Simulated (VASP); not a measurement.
# Zn15S17 (a cell with a defect) in VASP: single point with PBE

Aim: the single point of Zn15S17 (a cell with a defect) with PBE.

Program: VASP 6.6.1. These are calculated values, not measurements. Logs are shortened: lines on timing, memory, paths and dates and some standing lists are left out, and cuts for length are marked.

## (1) The cell of the first run

The cell holds a defect, 32 atoms: a = 9.426 Å, b = 9.426 Å, c = 9.426 Å, α = 109.47°, β = 109.47°, γ = 109.47°.

## (2) Single point, PBE

INCAR

```
PREC = Accurate
ENCUT = 400
EDIFF = 1E-6
ISMEAR = 0
SIGMA = 0.01
LREAL = Auto
LASPH = T
NELM = 120
ALGO = Normal
ISIF = 2
LWAVE = F
LCHARG = T
GGA = PE
LELF = T
LVHAR = T
NBANDS = 163
NELECT = 280.0
GGA_COMPAT = F
```

KPOINTS

```
Automatic mesh
0
Gamma
  2 2 2
  0.5 0.5 0.5
```

POSCAR

```
Zn15S17
1.0
    5.4423087484     -5.4423087484      5.4423087484
   -5.4423087484      5.4423087484      5.4423087484
   -5.4423087484     -5.4423087484     -5.4423087484
S Zn
17 15
Direct
    0.2625962785      0.2504369107      0.5133435354
    0.2595786034      0.0193532941      0.5103447266
    0.4981161909     -0.0002731397      0.2491220258
    0.7482661588     -0.0046790787     -0.0009310274
   -0.0163528349      0.2503289023      0.5029096076
    0.2521479841      0.2503526813      0.2347047333
   -0.0016447988     -0.0002143207      0.7489966196
    0.7487962882      0.5010478008      0.4998440271
    0.5053252063      0.2505225771      0.0029575981
    0.7520994604      0.2505352054      0.7561555655
    0.0032920849      0.5052865053      0.2541125877
    0.4988206730      0.7511170700      0.4988459510
    0.2490250826      0.5009906758     -0.0003795131
    0.7473274367      0.7498383732      0.2491369399
    0.4920395639      0.4831417986      0.7427954617
   -0.0016618785      0.7498135447     -0.0018851591
    0.2480433140      0.7510885603      0.7495942173
    0.5059720826      0.2504153328      0.2514848119
    0.7548636984      0.2502283176      0.0056854134
   -0.0009058732      0.5048732728      0.5004475494
    0.2496460558      0.5049539802      0.2499553203
    1.0006029856      0.2504173901      0.7567134604
    0.7497876218      0.7503580590      0.5007116139
    0.4964761784      0.4955647588      0.0134507927
    0.7626215447      0.4955675786      0.7472570072
   -0.0166355917      0.7382307637      0.2341532306
    0.5180872429      0.0054740762      0.5022110652
    0.2498828319      0.7503164881      0.0005673021
    0.7446460849     -0.0040271415      0.2458641568
    0.4955076198      0.7612568285      0.7462884216
   -0.0049577794     -0.0040765081     -0.0045406884
    0.2514122325      0.0054588496      0.7688990456
```

Potentials or basis: VASP PAW PBE potentials, release 64 (S, Zn).

Run with:

```bash
$ cat potpaw_PBE.64/S/POTCAR potpaw_PBE.64/Zn/POTCAR > POTCAR
$ mpirun -np 1 vasp_std > vasp.out
```

OUTCAR:

```text
PREC = Accurate
   ENCUT = 400
   EDIFF = 1E-6
   ISMEAR = 0
   LREAL = Auto
   LASPH = T
   NELM = 120
   ISIF = 2
   GGA = PE
   NELECT = 280.0

 ion  position               nearest neighbor table
   1  0.263  0.250  0.513-   2 2.16  15 2.17   6 2.60   5 2.60
   2  0.260  0.019  0.510-   1 2.16  27 2.51  32 2.51  26 2.62
   3  0.498  1.000  0.249-  27 2.31  18 2.33  28 2.34  29 2.35
   4  0.748  0.995  0.999-  30 2.33  31 2.34  29 2.34  19 2.36
   5  0.984  0.250  0.503-  22 2.34  29 2.36  20 2.36   1 2.60
   6  0.252  0.250  0.235-  18 2.34  31 2.36  21 2.36   1 2.60
[... 24 lines left out ...]
  31  0.995  0.996  0.995-   4 2.34  16 2.34   7 2.35   6 2.36
  32  0.251  0.005  0.769-   9 2.31   7 2.31  17 2.33   2 2.51

  LATTYP: Found a body centered cubic cell.
 ALAT       =    10.8846174968

  Lattice vectors:

 A1 = (   5.4423087484,  -5.4423087484,   5.4423087484)
 A2 = (  -5.4423087484,   5.4423087484,   5.4423087484)
 A3 = (  -5.4423087484,  -5.4423087484,  -5.4423087484)

Analysis of symmetry for initial positions (statically):
=====================================================================
 Subroutine PRICEL returns:
 Original cell was already a primitive cell.

 Routine SETGRP: Setting up the symmetry group for a
 body centered cubic supercell.

 Subroutine GETGRP returns: Found  1 space group operations
 (whereof  1 operations were pure point group operations)
 out of a pool of 48 trial point group operations.

The static configuration has the point symmetry C_1 .

Analysis of symmetry for dynamics (positions and initial velocities):
=====================================================================
 Subroutine PRICEL returns:
 Original cell was already a primitive cell.

 Routine SETGRP: Setting up the symmetry group for a
 body centered cubic supercell.

 Subroutine GETGRP returns: Found  1 space group operations
 (whereof  1 operations were pure point group operations)
 out of a pool of 48 trial point group operations.

The dynamic configuration has the point symmetry C_1 .

 Subroutine INISYM returns: Found  1 space group operations
 (whereof  1 operations are pure point group operations),
 and found     1 'primitive' translations

----------------------------------------------------------------------------------------

                                     Primitive cell

  volume of cell :     644.7770

  direct lattice vectors                    reciprocal lattice vectors
     5.442308748 -5.442308748  5.442308748     0.000000000 -0.091872774  0.091872774
    -5.442308748  5.442308748  5.442308748    -0.091872774  0.000000000  0.091872774
    -5.442308748 -5.442308748 -5.442308748    -0.091872774 -0.091872774  0.000000000

  length of vectors
     9.426355263  9.426355263  9.426355263     0.129927723  0.129927723  0.129927723

  position of ions in fractional coordinates (direct lattice)
     0.262596278  0.250436911  0.513343535
     0.259578603  0.019353294  0.510344727
     0.498116191  0.999726860  0.249122026
     0.748266159  0.995320921  0.999068973
     0.983647165  0.250328902  0.502909608
     0.252147984  0.250352681  0.234704733
[... 24 lines left out ...]
     0.995042221  0.995923492  0.995459312
     0.251412233  0.005458850  0.768899046

  ion indices of the primitive-cell ions
   primitive index   ion index
                 1           1
                 2           2
                 3           3
                 4           4
                 5           5
                 6           6
[... 24 lines left out ...]
                31          31
                32          32

----------------------------------------------------------------------------------------

 KPOINTS: Automatic mesh

Automatic generation of k-mesh.
 Grid dimensions read from file:
 generate k-points for:    2    2    2

 Generating k-lattice:

  Cartesian coordinates                     Fractional coordinates (reciprocal lattice)
     0.000000000 -0.045936387  0.045936387     0.500000000  0.000000000  0.000000000
    -0.045936387  0.000000000  0.045936387     0.000000000  0.500000000  0.000000000
    -0.045936387 -0.045936387  0.000000000     0.000000000  0.000000000  0.500000000

  Length of vectors
     0.064963861  0.064963861  0.064963861

  Shift w.r.t. Gamma in fractional coordinates (k-lattice)
     0.500000000  0.500000000  0.500000000

 Subroutine IBZKPT returns following result:
 ===========================================

 Found      4 irreducible k-points:

 Following reciprocal coordinates:
            Coordinates               Weight
  0.250000  0.250000  0.250000      2.000000
 -0.250000  0.250000  0.250000      2.000000
  0.250000 -0.250000  0.250000      2.000000
  0.250000  0.250000 -0.250000      2.000000
   k-points           NKPTS =      4   k-points in BZ     NKDIM =      4   number of bands    NBANDS=    163
   number of dos      NEDOS =    301   number of ions     NIONS =     32
   total plane-waves  NPLWV = 262144
   dimension x,y,z NGX =    64 NGY =   64 NGZ =   64
   dimension x,y,z NGXF=   128 NGYF=  128 NGZF=  128
   ions per type =              17  15
   NGX,Y,Z   is equivalent  to a cutoff of  11.29, 11.29, 11.29 a.u.
   NGXF,Y,Z  is equivalent  to a cutoff of  22.57, 22.57, 22.57 a.u.
 SYSTEM =  unknown system
   PREC   = accura    normal or accurate (medium, high low for compatibility)
   ISTART =      0    job   : 0-new  1-cont  2-samecut
   ICHARG =      2    charge: 1-file 2-atom 10-const
   ISPIN  =      1    spin polarized calculation?
   LNONCOLLINEAR =      F non collinear calculations
   LSORBIT =      F    spin-orbit coupling
   LASPH  =      T    aspherical Exc in radial PAW
   ENCUT  =  400.0 eV  29.40 Ry    5.42 a.u.  15.37 15.37 15.37*2*pi/ulx,y,z
   NELM   =    120;   NELMIN=  2; NELMDL= -5     # of ELM steps
   EDIFF  = 0.1E-05   stopping-criterion for ELM
   LREAL  =      T    real-space projection
   EDIFFG = 0.1E-04   stopping-criterion for IOM
   NSW    =      0    number of steps for IOM
   IBRION =     -1    ionic relax: 0-MD 1-quasi-New 2-CG
   NFREE  =      0    steps in history (QN), initial steepest desc. (CG)
   ISIF   =      2    stress and relaxation
   ISYM   =      2    0-nonsym 1-usesym 2-fastsym
   POTIM  = 0.5000    time-step for ionic-motion
   TEBEG  =    0.0;   TEEND  =   0.0 temperature during run
   PSTRESS=    0.0 pullay stress
   NELECT =     280.0000    total number of electrons
   NUPDOWN=      -1.0000    fix difference up-down
   EMIN   =  10.00;   EMAX   =-10.00  energy-range for DOS
   EFERMI =   0.00;   METHOD = LEGACY
   ISMEAR =     0;   SIGMA  =   0.01  broadening in eV -4-tet -1-fermi 0-gaus
   EFERMI_NEDOS =   21; number of points for ismear=-14 and -15
   IALGO  =     38    algorithm
   IMIX   =      4    mixing-type and parameters
     AMIX     =   0.40;   BMIX     =  1.00
     AMIX_MAG =   1.60;   BMIX_MAG =  1.00
  volume/ion in A,a.u.               =      20.15       135.97
  Fermi-wavevector in a.u.,A,eV,Ry     =   1.239722  2.342735 20.910941  1.536911
  Thomas-Fermi vector in A             =   2.374193
   LORBIT       =      0    0 simple, 1 ext, 2 COOP (PROOUT), +10 PAW based schemes
   GGA     = PE    functional components
   LHFCALC =     F    Hartree Fock is set to
   AEXX    =    0.0000 exact exchange contribution
   IVDW    =     0    specifies the selected vdW correction
   LEPSILON=     F    determine dielectric tensor
   LRPA    =     F    only Hartree local field effects (RPA)
 non-spin polarized calculation
 Gauss-broadening in eV      SIGMA  =   0.01
  energy-cutoff  :      400.00
  volume of cell :      644.78
 maximum number of plane-waves:     11800
 NGX is ok and might be reduce to    64
   NGX = 31   NGY = 31   NGZ = 31

 number of electron     279.9999927 magnetization

 Free energy of the ion-electron system (eV)
  ---------------------------------------------------
  ext. energy  EPLUGINS =         0.00000000
  ---------------------------------------------------
  free energy    TOTEN  =      -113.71578883 eV

  energy without entropy =     -113.71578883  energy(sigma->0) =     -113.71578883

 E-fermi :   2.0304     XC(G=0):  -9.4623

 val. band max:        1.9533004794   @ k =   0.2500   0.2500  -0.2500
 cond. band min:       2.6934595946   @ k =   0.2500   0.2500   0.2500
 fundamental gap:      0.7401591152
 Fermi energy:         2.0303629663

 k-point     1 :       0.2500    0.2500    0.2500
  band No.  band energies     occupation
      1     -13.6357      2.00000
      2     -11.0061      2.00000
      3     -10.5670      2.00000
      4     -10.5543      2.00000
      5     -10.4207      2.00000
      6     -10.2653      2.00000
[... 144 lines left out ...]
    151       6.4022      0.00000
    152       6.4141      0.00000

 k-point     2 :      -0.2500    0.2500    0.2500
  band No.  band energies     occupation
      1     -13.6359      2.00000
      2     -11.0044      2.00000
      3     -10.6725      2.00000
      4     -10.3884      2.00000
      5     -10.2955      2.00000
      6     -10.2720      2.00000
[... 144 lines left out ...]
    151       6.4929      0.00000
    152       6.5297      0.00000

 k-point     3 :       0.2500   -0.2500    0.2500
  band No.  band energies     occupation
      1     -13.6359      2.00000
      2     -10.9904      2.00000
      3     -10.7182      2.00000
      4     -10.3440      2.00000
      5     -10.3037      2.00000
      6     -10.2136      2.00000
[... 144 lines left out ...]
    151       6.5603      0.00000
    152       6.5783      0.00000

 k-point     4 :       0.2500    0.2500   -0.2500
  band No.  band energies     occupation
      1     -13.6359      2.00000
      2     -11.0044      2.00000
      3     -10.6725      2.00000
      4     -10.3884      2.00000
      5     -10.2955      2.00000
      6     -10.2720      2.00000
[... 144 lines left out ...]
    151       6.4930      0.00000
    152       6.5297      0.00000
 [bands above 152 left out]

------------------------ aborting loop because EDIFF is reached ----------------------------------------

  FORCE on cell =-STRESS in cart. coord.  units (eV):
  Direction    XX          YY          ZZ          XY          YZ          ZX
  --------------------------------------------------------------------------------------
  -------------------------------------------------------------------------------------
  Total      -13.0220670    -12.5206137    -13.0255708      0.0289932     -0.0563577      3.0170964
  in kB      -32.3579492    -31.1119104    -32.3666555      0.0720439     -0.1400407      7.4970473
  external PRESSURE =     -31.9455050 kB  Pullay stress =       0.0000000 kB

 VOLUME and BASIS-vectors are now :
 -----------------------------------------------------------------------------
  energy-cutoff  :      400.00
  volume of cell :      644.78
      direct lattice vectors                 reciprocal lattice vectors
     5.442308748 -5.442308748  5.442308748     0.000000000 -0.091872774  0.091872774
    -5.442308748  5.442308748  5.442308748    -0.091872774  0.000000000  0.091872774
    -5.442308748 -5.442308748 -5.442308748    -0.091872774 -0.091872774  0.000000000

 POSITION                                       TOTAL-FORCE (eV/Angst)
 -----------------------------------------------------------------------------------
     -2.72760     -2.85995     -0.00169         0.000664     -0.082899     -0.001902
     -1.47007     -4.08483     -1.25942        -0.030428      0.050279      0.030839
     -4.08572      1.37412      6.79593        -0.000602      0.000756      0.001294
     -6.78179     -4.09269      4.05190        -0.007583      0.004536      0.007159
      1.25396     -6.72793      3.97869        -0.009073     -0.001548     -0.007398
     -1.26757     -1.28711      1.45743         0.009514      0.000796      0.010389
[... 24 lines left out ...]
     -5.42239     -5.41280      5.41785         0.001923     -0.001436      0.006957
     -2.84603     -5.52314     -2.78661        -0.004367      0.000959     -0.001629
 -----------------------------------------------------------------------------------
    total drift:                               -0.006207      0.002907     -0.004250

  FREE ENERGIE OF THE ION-ELECTRON SYSTEM (eV)
  ---------------------------------------------------
  free  energy   TOTEN  =      -113.7157888319 eV

  energy  without entropy=     -113.7157888319  energy(sigma->0) =     -113.71578883
```

Run time: 22 min. Hardware: 1 thread of Oxide Virtual Turin-like, shared host; peak memory 0.62 GiB.

What came out:

```yaml
Free_energy: -113.7158 eV
Largest_force: 0.083 eV/Å
```

Forces in eV/Å, atoms in the order of the input:
```
S    0.001 -0.083 -0.002
S   -0.030  0.050  0.031
S   -0.001  0.001  0.001
S   -0.008  0.005  0.007
S   -0.009 -0.002 -0.007
S    0.010  0.001  0.010
S    0.000  0.001  0.001
S    0.000  0.000 -0.002
S    0.000  0.000  0.000
S    0.001  0.000  0.001
S    0.007  0.004 -0.008
S    0.001 -0.007  0.005
S    0.003  0.001  0.001
S    0.000 -0.006 -0.004
S    0.033  0.048 -0.033
S    0.004 -0.006  0.000
S   -0.005 -0.007 -0.001
Zn   0.000  0.001  0.001
Zn  -0.002 -0.006  0.001
Zn  -0.001  0.001 -0.006
Zn   0.008 -0.001  0.000
Zn  -0.001  0.001  0.000
Zn  -0.002  0.004  0.001
Zn  -0.002  0.001 -0.006
Zn   0.006  0.000  0.001
Zn  -0.007 -0.003  0.006
Zn   0.001  0.002  0.004
Zn  -0.001  0.004  0.000
Zn  -0.006 -0.001 -0.003
Zn   0.005 -0.002 -0.005
Zn   0.002 -0.001  0.007
Zn  -0.004  0.001 -0.002
```

Caveat: the cell carries a net charge on a neutralising background, which shifts energy and pressure; the cell is charged against a uniform background, so pressure and absolute levels hang on convention.
